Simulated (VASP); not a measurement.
# Cu (Fd-3m) in VASP: notebook, part 2 of 2

VASP 6.6.1.

## 3. Single point, RPBE (volume scaled by 1.12)

The input, INCAR:

```
SYSTEM = Cu
PREC     = Accurate       ! precision mode
ENCUT    = 520            ! plane-wave cutoff, eV
EDIFF    = 1E-7           ! SCF threshold, eV
ISMEAR   = -1             ! smearing method
SIGMA    = 0.1            ! smearing width, eV
LREAL    = .FALSE.        ! projectors in reciprocal space
LASPH    = .TRUE.         ! aspherical terms in the spheres
NELM     = 100            ! most SCF steps
ALGO     = Normal         ! electronic algorithm
ISIF     = 2              ! what is computed and relaxed
LWAVE    = .FALSE.        ! write WAVECAR
LCHARG   = .FALSE.        ! write CHGCAR
GGA      = RP             ! functional
NBANDS   = 18             ! bands
```

The input, KPOINTS:

```
regular mesh
0
G
  11 11 11
  0 0 0
```

The input, POSCAR:

```
Cu
1.0
    0.0000000000      2.8273172681      2.8273172681
    2.8273172681      0.0000000000      2.8273172681
    2.8273172681      2.8273172681      0.0000000000
Cu
2
Direct
    0.1250000000      0.1250000000      0.1250000000
    0.8750000000      0.8750000000      0.8750000000
```

Potentials or basis: VASP PAW PBE potentials, release 64 (Cu).

Run with:

```bash
cat potpaw_PBE.64/Cu/POTCAR > POTCAR
mpirun -np 1 vasp_std > vasp.out
```

OUTCAR:

```text
SYSTEM = Cu
   PREC = Accurate
   ENCUT = 520
   EDIFF = 1E-7
   ISMEAR = -1
   LREAL = .FALSE.
   LASPH = .TRUE.
   NELM = 100
   ISIF = 2
   GGA = RP

 ion  position               nearest neighbor table
   1  0.125  0.125  0.125-   2 2.45   2 2.45   2 2.45   2 2.45
   2  0.875  0.875  0.875-   1 2.45   1 2.45   1 2.45   1 2.45

  LATTYP: Found a face centered cubic cell.
 ALAT       =     5.6546345362

  Lattice vectors:

 A1 = (   0.0000000000,   2.8273172681,   2.8273172681)
 A2 = (   2.8273172681,   0.0000000000,   2.8273172681)
 A3 = (   2.8273172681,   2.8273172681,   0.0000000000)

Analysis of symmetry for initial positions (statically):
=====================================================================
 Subroutine PRICEL returns:
 Original cell was already a primitive cell.

 Routine SETGRP: Setting up the symmetry group for a
 face centered cubic supercell.

 Subroutine GETGRP returns: Found 48 space group operations
 (whereof 12 operations were pure point group operations)
[... 162 lines left out ...]
  free energy    TOTEN  =        -4.56453743 eV

  energy without entropy =       -4.53743333  energy(sigma->0) =       -4.55098538

 E-fermi :   1.7995     XC(G=0):  -8.9139

 val. band max:        1.7618870830   @ k =  -0.3636   0.3636   0.0000
 cond. band min:       1.8956507672   @ k =  -0.3636   0.2727   0.0909
 fundamental gap:      0.1337636842
 Fermi energy:         1.7994521960

 k-point     1 :       0.0000    0.0000    0.0000
  band No.  band energies     occupation
      1      -3.6438      2.00000
      2      -0.6876      2.00000
      3      -0.6876      2.00000
      4      -0.6876      2.00000
      5      -0.6561      2.00000
      6      -0.6561      2.00000
[... 481 lines left out ...]
      5      -0.5364      2.00000
      6      -0.3728      2.00000
[... 10 lines left out ...]
     17      13.3925      0.00000
     18      13.5066      0.00000

 [... further k-points ...]

------------------------ aborting loop because EDIFF is reached ----------------------------------------

  FORCE on cell =-STRESS in cart. coord.  units (eV):
  Direction    XX          YY          ZZ          XY          YZ          ZX
  --------------------------------------------------------------------------------------
  -------------------------------------------------------------------------------------
  Total       -1.0189914     -1.0189914     -1.0189914      0.0000000      0.0000000      0.0000000
  in kB      -36.1183128    -36.1183128    -36.1183128      0.0000000      0.0000000      0.0000000
  external PRESSURE =     -36.1183128 kB  Pullay stress =       0.0000000 kB

 VOLUME and BASIS-vectors are now :
 -----------------------------------------------------------------------------
  energy-cutoff  :      520.00
  volume of cell :       45.20
      direct lattice vectors                 reciprocal lattice vectors
     0.000000000  2.827317268  2.827317268    -0.176846089  0.176846089  0.176846089
     2.827317268  0.000000000  2.827317268     0.176846089 -0.176846089  0.176846089
     2.827317268  2.827317268  0.000000000     0.176846089  0.176846089 -0.176846089

 POSITION                                       TOTAL-FORCE (eV/Angst)
 -----------------------------------------------------------------------------------
      0.70683      0.70683      0.70683        -0.000000     -0.000000     -0.000000
      4.94781      4.94781      4.94781         0.000000      0.000000      0.000000
 -----------------------------------------------------------------------------------
    total drift:                               -0.000000      0.000000      0.000000

  FREE ENERGIE OF THE ION-ELECTRON SYSTEM (eV)
  ---------------------------------------------------
  free  energy   TOTEN  =        -4.5645374254 eV

  energy  without entropy=       -4.5374333348  energy(sigma->0) =       -4.55098538
```

Wall time 49 s (1 thread of Intel Xeon 6975P-C, shared host); peak memory 0.19 GiB.

Results:

| Quantity | Value |
| --- | --- |
| Free energy | -4.5645 eV |
| Pressure | -3.6 GPa |
| Band gap on the k mesh | zero (band 11 reaches 2.05 eV, above the bottom of band 12 at 1.43 eV) |

Caveat: the cell differs from its parent crystal (volume scaled by 1.12); the PAW data sets were made with another functional, which shifts forces and pressure a little.

## 4. Relaxation of cell and atoms, RPBE

This run uses another cell than the first one, of 15.94 Å³/atom, 0.760 times its volume.

The input, INCAR:

```
PREC = Accurate ; ENCUT = 600
EDIFF = 1E-6 ; ISMEAR = -1
SIGMA = 0.1 ; LREAL = F
LASPH = T ; NELM = 60
ALGO = Normal ; ISIF = 3
LWAVE = F ; LCHARG = F
GGA = RP ; IBRION = 2
NSW = 80 ; EDIFFG = -0.01
```

The input, KPOINTS:

```
regular mesh
0
Gamma
  11 11 11
```

The input, POSCAR:

```
Cu
1.0
    0.0000000000      2.5168736955      2.5168736955
    2.5168736955      0.0000000000      2.5168736955
    2.5168736955      2.5168736955      0.0000000000
Cu
2
Direct
    0.1250000000      0.1250000000      0.1250000000
    0.8750000000      0.8750000000      0.8750000000
```

Potentials or basis: VASP PAW PBE potentials, release 64 (Cu).

Run with:

```bash
cat potpaw_PBE.64/Cu/POTCAR > POTCAR
mpirun -np 1 vasp_std > vasp.out
```

OUTCAR:

```text
PREC = Accurate
   ENCUT = 600
   EDIFF = 1E-6
   ISMEAR = -1
   LREAL = F
   LASPH = T
   NELM = 60
   ISIF = 3
   GGA = RP
   IBRION = 2
   NSW = 80
   EDIFFG = -0.01

 ion  position               nearest neighbor table
   1  0.125  0.125  0.125-   2 2.18   2 2.18   2 2.18   2 2.18
   2  0.875  0.875  0.875-   1 2.18   1 2.18   1 2.18   1 2.18

  LATTYP: Found a face centered cubic cell.
 ALAT       =     5.0337473910

  Lattice vectors:

 A1 = (   0.0000000000,   2.5168736955,   2.5168736955)
 A2 = (   2.5168736955,   0.0000000000,   2.5168736955)
 A3 = (   2.5168736955,   2.5168736955,   0.0000000000)

Analysis of symmetry for initial positions (statically):
=====================================================================
 Subroutine PRICEL returns:
 Original cell was already a primitive cell.

 Routine SETGRP: Setting up the symmetry group for a
 face centered cubic supercell.
[... 189 lines left out ...]
     10       3.1775      2.00000
     11       3.1775      2.00000
     12      15.6775      0.00000
     13      15.6775      0.00000
     14      15.6775      0.00000
[... 522 lines left out ...]
--------------------------------------- Ionic step        4  -------------------------------------------

 number of electron      21.9999985 magnetization

 Free energy of the ion-electron system (eV)
  ---------------------------------------------------
  ext. energy  EPLUGINS =         0.00000000
  ---------------------------------------------------
  free energy    TOTEN  =        -4.61948881 eV

  energy without entropy =       -4.59265097  energy(sigma->0) =       -4.60606989

 E-fermi :   2.5378     XC(G=0):  -9.4409

 val. band max:        2.4802456050   @ k =  -0.3636   0.3636   0.0909
 cond. band min:       2.5428799842   @ k =  -0.3636   0.3636   0.0000
 fundamental gap:      0.0626343792
 Fermi energy:         2.5377697934

 k-point     1 :       0.0000    0.0000    0.0000
  band No.  band energies     occupation
      1      -3.4259      2.00000
      2      -0.2500      2.00000
      3      -0.2500      2.00000
      4      -0.2500      2.00000
      5      -0.2262      2.00000
      6      -0.2262      2.00000
      7       0.7628      2.00000
      8       0.7628      2.00000
      9       0.7628      2.00000
     10       1.3388      1.99999
     11       1.3388      1.99999
     12      11.9050      0.00000
     13      11.9050      0.00000
     14      11.9050      0.00000
[... 444 lines left out ...]
  FREE ENERGIE OF THE ION-ELECTRON SYSTEM (eV)
  ---------------------------------------------------
  free  energy   TOTEN  =        -4.6194888137 eV

  energy  without entropy=       -4.5926509658  energy(sigma->0) =       -4.60606989

 reached required accuracy - stopping structural energy minimisation
```

Wall time 76 s (1 thread of Intel Xeon 6975P-C, shared host); peak memory 0.17 GiB.

What came out:

```
Free energy                            : -4.6195 eV
Relaxed volume                         : 20.25 Å³/atom
Relaxed cell                           : a = 3.855 Å, b = 3.855 Å, c = 3.855 Å, α = 60.00°, β = 60.00°, γ = 60.00°
Space group after relaxing (to 0.05 Å) : Fd-3m (No. 227)
Energy gained by relaxing              : 210.8 meV/atom
Ionic steps                            : 4
Pressure after relaxing                : 0.1 GPa
Band gap on the k mesh                 : zero (band 11 reaches 2.87 eV, above the bottom of band 12 at 2.19 eV)
```

Step by step:
```csv
step,energy change (eV),largest force (eV/Å),pressure (GPa),volume (Å³)
1,0.0000,0.0000,19.83,31.89
2,-0.4156,0.0000,-1.75,41.89
3,-0.4212,0.0000,0.39,40.21
4,-0.4216,0.0000,0.08,40.50
```

Final structure:
```
Cu
1.0
     0.00000    2.72579    2.72579
     2.72579    0.00000    2.72579
     2.72579    2.72579    0.00000
Cu
2
Direct
  0.12500 0.12500 0.12500
  0.87500 0.87500 0.87500
```

Levels at points of the mesh, in eV from the Fermi level:
| k point | band 7 | band 8 | band 9 | band 10 | band 11 | band 12 | band 13 | band 14 | band 15 |
| --- | --- | --- | --- | --- | --- | --- | --- | --- | --- |
| (0.00, 0.00, 0.00) | -1.77 | -1.77 | -1.77 | -1.20 | -1.20 | 9.37 | 9.37 | 9.37 | 10.32 |

Caveat: the volume moved by over 15 % at a fixed basis, so the end points are rough; the PAW data sets were made with another functional, which shifts forces and pressure a little.

## 5. The runs side by side

```csv
task,cell,cutoff (eV),gap on the mesh (eV),pressure (GPa)
single point,"a = 3.901 Å, angles 60.0°, 2 atoms",520,none,-1.5
single point,"a = 3.998 Å, angles 60.0°, 2 atoms",520,none,-3.6
relaxation of cell and atoms,"relaxed from a = 3.559 Å, angles 60.0°, 2 atoms",600,none,0.1
```

Alike in all rows: level RPBE; potentials or basis VASP PAW PBE potentials, release 64 (Cu); no spin polarisation; k mesh 11 × 11 × 11; smearing fermi-dirac 0.1 eV.

Caveats: the PAW data sets were made with another functional, which shifts forces and pressure a little; the volume moved by over 15 % at a fixed basis, so the end points are rough (some runs).

Absolute energies hang on the potentials; compare differences alone.
